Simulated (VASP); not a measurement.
# CaGa2Cu2 (I4/mmm) in VASP: single point with PBE

Aim: the single point of CaGa2Cu2 with PBE.

Program: VASP 6.6.1. These are calculated values, not measurements. Logs are shortened: lines on timing, memory, paths and dates and some standing lists are left out, and cuts for length are marked.

**1. The cell of the first run**

It takes space group I4/mmm (No. 139, tetragonal). The conventional cell has a = 4.157 Å, b = 4.157 Å, c = 10.289 Å, α = 90.00°, β = 90.00°, γ = 90.00°. Ga (site symmetry 4mm) has 1 Ga at 2.39 Å and 4 Cu at 2.49 Å and 4 Ca at 3.17 Å within 3.2 Å. Within 4.2 Å of Ca (site symmetry 4/mmm) lie 10 Ga at 3.17 to 3.95 Å and 8 Cu at 3.31 Å and 4 Ca at 4.16 Å. Cu (site symmetry -4m2) has 4 Ga at 2.49 Å and 4 Cu at 2.94 Å and 4 Ca at 3.31 Å within 3.4 Å.

**2. Single point, PBE, non-collinear spin, zero start, spin-orbit coupling**

INCAR reads:

```
SYSTEM = CaGa2Cu2
ALGO = Normal ; EDIFF = 1E-7
ENCUT = 520 ; GGA = PE
GGA_COMPAT = .FALSE. ; ISIF = 2
ISMEAR = 1 ; LASPH = .TRUE.
LCHARG = .FALSE. ; LMAXMIX = 4
LORBIT = 11 ; LORBMOM = .TRUE.
LREAL = .FALSE. ; LSORBIT = .TRUE.
LWAVE = .FALSE. ; MAGMOM = 0 0 0 0 0 0 0 0 0 0 0 0 0 0 0
NBANDS = 73 ; NELM = 150
PREC = Accurate ; SIGMA = 0.112
```

KPOINTS reads:

```
k-points
0
G
  6 6 6
  0 0 0
```

POSCAR reads:

```
CaGa2Cu2
1.0
    0.0000000000      4.1569210000      0.0000000000
    4.1569210000      0.0000000000      0.0000000000
    2.0784610000      2.0784610000     -5.1447040000
Ga Ca Cu
2 1 2
Direct
    0.3840000000      0.3840000000      0.2320000000
    0.6160000000      0.6160000000      0.7680000000
    0.0000000000      0.0000000000      0.0000000000
    0.7500000000      0.2500000000      0.5000000000
    0.2500000000      0.7500000000      0.5000000000
```

Potentials or basis: VASP PAW PBE potentials, release 64 (Ga_d, Ca_sv, Cu).

Started as:

```
cat potpaw_PBE.64/Ga_d/POTCAR potpaw_PBE.64/Ca_sv/POTCAR potpaw_PBE.64/Cu/POTCAR > POTCAR
mpirun -np 1 vasp_ncl > vasp.out
```

OUTCAR:

```text
SYSTEM = CaGa2Cu2
   EDIFF = 1E-7
   ENCUT = 520
   GGA = PE
   ISIF = 2
   ISMEAR = 1
   LASPH = .TRUE.
   LORBIT = 11
   LREAL = .FALSE.
   LSORBIT = .TRUE.
   NELM = 150
   PREC = Accurate

 ion  position               nearest neighbor table
   1  0.384  0.384  0.232-   2 2.39   5 2.49   4 2.49   4 2.49   5 2.49
   2  0.616  0.616  0.768-   1 2.39   4 2.49   5 2.49   4 2.49   5 2.49
   3  0.000  0.000  0.000-
   4  0.750  0.250  0.500-   1 2.49   2 2.49   2 2.49   1 2.49
   5  0.250  0.750  0.500-   1 2.49   2 2.49   2 2.49   1 2.49

  LATTYP: Found a body centered tetragonal cell.
 ALAT       =     4.1569210000
 C/A-ratio  =     2.4752474247

  Lattice vectors:

 A1 = (  -2.0784610000,   2.0784600000,   5.1447040000)
 A2 = (   2.0784600000,  -2.0784610000,   5.1447040000)
 A3 = (   2.0784610000,   2.0784610000,  -5.1447040000)

Analysis of symmetry for initial positions (statically):
=====================================================================
 Subroutine PRICEL returns:
 Original cell was already a primitive cell.

 Routine SETGRP: Setting up the symmetry group for a
 body centered tetragonal supercell.

 Subroutine GETGRP returns: Found 16 space group operations
 (whereof 16 operations were pure point group operations)
 out of a pool of 16 trial point group operations.

The static configuration has the point symmetry D_4h.

Analysis of symmetry for dynamics (positions and initial velocities):
=====================================================================
 Subroutine PRICEL returns:
 Original cell was already a primitive cell.

 Routine SETGRP: Setting up the symmetry group for a
 body centered tetragonal supercell.

 Subroutine GETGRP returns: Found 16 space group operations
 (whereof 16 operations were pure point group operations)
 out of a pool of 16 trial point group operations.

The dynamic configuration has the point symmetry D_4h.

Analysis of structural, dynamic, and magnetic symmetry:
=====================================================================
 Subroutine PRICEL returns:
 Original cell was already a primitive cell.

 Routine SETGRP: Setting up the symmetry group for a
 body centered tetragonal supercell.

 Subroutine GETGRP returns: Found 16 space group operations
 (whereof 16 operations were pure point group operations)
 out of a pool of 16 trial point group operations.

The overall configuration has the point symmetry D_4h.

[... 1946 lines left out ...]

  FREE ENERGIE OF THE ION-ELECTRON SYSTEM (eV)
  ---------------------------------------------------
  free  energy   TOTEN  =       -16.6321820593 eV

  energy  without entropy=      -16.6323382358  energy(sigma->0) =      -16.63223412

 orbital moment (x)

 # of ion     p       d       tot
 ----------------------------------------
  1         0.000  -0.000  -0.000
  2         0.000  -0.000  -0.000
  3         0.000   0.000   0.000
  4         0.000  -0.000  -0.000
  5        -0.000  -0.000  -0.000
 ----------------------------------------
            0.000  -0.000  -0.000

 orbital moment (y)

 # of ion     p       d       tot
 ----------------------------------------
  1        -0.000   0.000   0.000
  2         0.000   0.000   0.000
  3         0.000  -0.000  -0.000
  4        -0.000   0.000   0.000
  5         0.000   0.000   0.000
 ----------------------------------------
            0.000   0.000   0.000

 orbital moment (z)

 # of ion     p       d       tot
 ----------------------------------------
  1         0.000   0.000   0.000
  2         0.000   0.000   0.000
  3         0.000  -0.000  -0.000
  4         0.000   0.000   0.000
  5         0.000   0.000   0.000
 ----------------------------------------
            0.000  -0.000  -0.000

 Spin-Orbit-Coupling matrix elements

 Ion:    1  E_soc:     -0.0125587
 l=   1
     0.0000000    -0.0012225    -0.0012091
    -0.0012225     0.0000000    -0.0012225
    -0.0012091    -0.0012225     0.0000000
 l=   2
     0.0000000    -0.0001740     0.0000000    -0.0001740    -0.0006958
    -0.0001740     0.0000000    -0.0005229    -0.0001800    -0.0001778
     0.0000000    -0.0005229     0.0000000    -0.0005229     0.0000000
    -0.0001740    -0.0001800    -0.0005229     0.0000000    -0.0001778
    -0.0006958    -0.0001778     0.0000000    -0.0001778     0.0000000
 l=   3
     0.0000000     0.0000000     0.0000000     0.0000000     0.0000000     0.0000000     0.0000000
     0.0000000     0.0000000     0.0000000     0.0000000     0.0000000     0.0000000     0.0000000
     0.0000000     0.0000000     0.0000000     0.0000000     0.0000000     0.0000000     0.0000000
     0.0000000     0.0000000     0.0000000     0.0000000     0.0000000     0.0000000     0.0000000
[... 69 lines left out ...]
 l=   2
     0.0000000    -0.0003775     0.0000000    -0.0003775    -0.0014147
    -0.0003775     0.0000000    -0.0010719    -0.0003761    -0.0003506
     0.0000000    -0.0010719     0.0000000    -0.0010719     0.0000000
    -0.0003775    -0.0003761    -0.0010719     0.0000000    -0.0003506
    -0.0014147    -0.0003506     0.0000000    -0.0003506     0.0000000
 l=   3
     0.0000000     0.0000000     0.0000000     0.0000000     0.0000000     0.0000000     0.0000000
     0.0000000     0.0000000     0.0000000     0.0000000     0.0000000     0.0000000     0.0000000
     0.0000000     0.0000000     0.0000000     0.0000000     0.0000000     0.0000000     0.0000000
     0.0000000     0.0000000     0.0000000     0.0000000     0.0000000     0.0000000     0.0000000
     0.0000000     0.0000000     0.0000000     0.0000000     0.0000000     0.0000000     0.0000000
     0.0000000     0.0000000     0.0000000     0.0000000     0.0000000     0.0000000     0.0000000
     0.0000000     0.0000000     0.0000000     0.0000000     0.0000000     0.0000000     0.0000000

 total charge

# of ion       s       p       d       tot
------------------------------------------
    1        0.941   0.834   9.960  11.736
    2        0.941   0.834   9.960  11.736
    3        2.039   5.853   0.252   8.144
    4        0.450   0.342   9.147   9.939
    5        0.450   0.342   9.147   9.939
--------------------------------------------------
tot          4.822   8.205  38.467  51.494

 magnetization (x)

# of ion       s       p       d       tot
------------------------------------------
    1        0.000   0.000  -0.000   0.000
    2        0.000   0.000  -0.000  -0.000
    3        0.000   0.000  -0.000   0.000
    4        0.000   0.000  -0.000  -0.000
    5        0.000   0.000   0.000   0.000
--------------------------------------------------
tot          0.000   0.000  -0.000  -0.000

 magnetization (y)

# of ion       s       p       d       tot
------------------------------------------
    1        0.000   0.000   0.000   0.000
    2       -0.000   0.000   0.000  -0.000
    3       -0.000  -0.000   0.000  -0.000
    4        0.000   0.000  -0.000  -0.000
    5        0.000   0.000   0.000   0.000
--------------------------------------------------
tot          0.000  -0.000  -0.000  -0.000

 magnetization (z)

# of ion       s       p       d       tot
------------------------------------------
    1        0.000   0.000   0.000   0.000
    2        0.000   0.000   0.000   0.000
    3        0.000   0.000   0.000   0.000
    4        0.000   0.000   0.000   0.000
    5        0.000   0.000   0.000   0.000
--------------------------------------------------
tot          0.000   0.000   0.000   0.000
```

OSZICAR:

```text
N       E                     dE             d eps       ncg     rms          rms(c)
DAV:   1     0.656131050583E+03    0.65613E+03   -0.24773E+04  4469   0.266E+03
DAV:   2     0.106285962451E+03   -0.54985E+03   -0.52573E+03  4380   0.703E+02
DAV:   3    -0.103434951549E+02   -0.11663E+03   -0.11121E+03  4485   0.268E+02
DAV:   4    -0.197736709855E+02   -0.94302E+01   -0.91586E+01  6565   0.778E+01
DAV:   5    -0.205039207116E+02   -0.73025E+00   -0.72103E+00  7608   0.169E+01    0.199E+01
DAV:   6    -0.260782815160E+02   -0.55744E+01   -0.10284E+02  6744   0.171E+02    0.179E+01
DAV:   7    -0.171702592032E+02    0.89080E+01   -0.29561E+01  6319   0.830E+01    0.573E+00
DAV:   8    -0.166144597495E+02    0.55580E+00   -0.47701E+00  7168   0.260E+01    0.136E+00
DAV:   9    -0.166297819285E+02   -0.15322E-01   -0.44035E-01  6395   0.380E+00    0.232E-01
DAV:  10    -0.166332394351E+02   -0.34575E-02   -0.40642E-02  7141   0.134E+00    0.305E-01
DAV:  11    -0.166321080569E+02    0.11314E-02   -0.60271E-03  6950   0.117E+00    0.815E-02
DAV:  12    -0.166322370386E+02   -0.12898E-03   -0.11684E-03  6799   0.283E-01    0.601E-02
DAV:  13    -0.166321860103E+02    0.51028E-04   -0.22079E-04  7188   0.198E-01    0.142E-02
DAV:  14    -0.166321822869E+02    0.37234E-05   -0.36650E-05  6440   0.474E-02    0.530E-03
DAV:  15    -0.166321822681E+02    0.18872E-07   -0.70733E-06  6543   0.247E-02    0.423E-03
DAV:  16    -0.166321822697E+02   -0.16835E-08   -0.35592E-06  5608   0.293E-02    0.255E-03
DAV:  17    -0.166321820916E+02    0.17816E-06   -0.46892E-07  4364   0.113E-02    0.201E-04
DAV:  18    -0.166321820593E+02    0.32314E-07   -0.39000E-08  3384   0.170E-03
   1 F= -.16632182E+02 E0= -.16632234E+02  d E =0.156177E-03  mag=     0.0000    -0.0000     0.0000
```

stdout:

```text
POSCAR found type information on POSCAR GaCaCu
 POSCAR found :  3 types and       5 ions
 scaLAPACK will be used
 LDA part: xc-table for (Slater+PW92), standard interpolation
 POSCAR, INCAR and KPOINTS ok, starting setup
 FFT: planning ... GRIDC
 FFT: planning ... GRID_SOFT
 FFT: planning ... GRID
 WAVECAR not read
 entering main loop
```

Wall time 5.9 min (1 thread of AMD EPYC 9R45 (Zen 5), shared host); peak memory 0.54 GiB.

Results:

| Quantity | Value |
| --- | --- |
| Free energy | -16.6322 eV |
| Pressure | 1.2 GPa |
| Largest force | 1.189 eV/Å |
| Net moment | 0.00 μB per cell |
| Valence electrons inside the program's atomic spheres | Ga 11.74; Ca 8.14; Cu 9.94 |

Forces on the atoms (eV/Å):
```
Ga   0.000  0.000 -1.189
Ga   0.000  0.000  1.189
Ca   0.000  0.000  0.000
Cu   0.000  0.000  0.000
Cu   0.000  0.000  0.000
```

Moments on the atoms (μB; x, y, z):
```
Ga  0.00 0.00 0.00
Ga  0.00 0.00 0.00
Ca  0.00 0.00 0.00
Cu  0.00 0.00 0.00
Cu  0.00 0.00 0.00
```

Caveat: forces of over 1 eV/Å act on the atoms, so gaps and moduli don't describe the material at rest.
